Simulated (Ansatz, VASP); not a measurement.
# One calculation of SiC, two programs

```xyz
2
Lattice="0.0174 2.1737 2.1737 2.1737 0.0174 2.1737 2.1737 2.1737 0.0174" Properties=species:S:1:pos:R:3 pbc="T T T"
Si    0.0016    0.0016    0.0016
C     1.0896    1.0896    1.0896
```

Change from the starting cell: epitaxial_111 strain -1.0%.

Alike in both runs: task single point; functional PBE; k mesh 10 × 10 × 10; occupations fermi-dirac, width 0.02 eV; no spin polarisation.

|  | VASP | Ansatz |
| --- | --- | --- |
| version | VASP 6.6.1 | Ansatz 0.2.0 |
| potentials or method | VASP PAW PBE potentials, release 64 (Si, C) | plane waves, PAW |
| plane-wave cutoff (eV) | 520 | 420 |
| valence electrons in the cell | 8 | 8 |

Ansatz gave:

```
gap on the k mesh at the Fermi level (eV)                     : 1.30
pressure (GPa)                                                : 7.8
traceless stress, the component that is largest in VASP (GPa) : -2.07
rms of the force components (eV/Å)                            : 0.008
```

**Question.** Which values does VASP return?

**Answer.** gap on the k mesh at the Fermi level (eV): 1.29; pressure (GPa): 7.8; traceless stress, the component that is largest in VASP (GPa): -2.08; rms of the force components (eV/Å): 0.007.

Atom by atom the forces differ by 0.000 eV/Å (rms over components).
